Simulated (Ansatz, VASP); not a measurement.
Two plane-wave programs on SnO

```xyz
4
Lattice="3.9734 0.0000 0.0000 0.0000 3.9734 0.0000 0.0000 0.0000 30.6349" Properties=species:S:1:pos:R:3 pbc="T T T"
Sn    2.9800    0.9933   14.1872
Sn    0.9934    2.9800   16.4477
O     0.9933    0.9933   15.3175
O     2.9800    2.9800   15.3175
```

Change from the starting cell: biaxial strain +0.040, atoms relaxed.

Alike in both runs: functional PBE; dispersion D3(BJ); k mesh 6 × 6 × 1; occupations gaussian, width 0.02 eV; no spin polarisation.

Ansatz relaxed the structure, and its values are those at the end. VASP's run is a single point on that final structure, the one shown.

|  | VASP | Ansatz |
| --- | --- | --- |
| version | VASP 6.6.1 | Ansatz 0.2.0 |
| potentials or method | VASP PAW PBE potentials, release 64 (Sn_d, O), cutoff 520 eV | scalar-relativistic, plane waves, PAW |
| valence electrons in the cell | 40 | 40 |

```csv
,VASP,Ansatz,Ansatz less VASP
gap on the k mesh at the Fermi level (eV),2.50,2.55,+0.055
least direct gap on the mesh (eV),2.51,2.57,+0.054
rms of the force components (eV/Å),0.029,0.000,-0.0294
```

Ansatz's warnings: stress scf threshold loose, structure snapped to symmetry, xc potential rough in thin density.
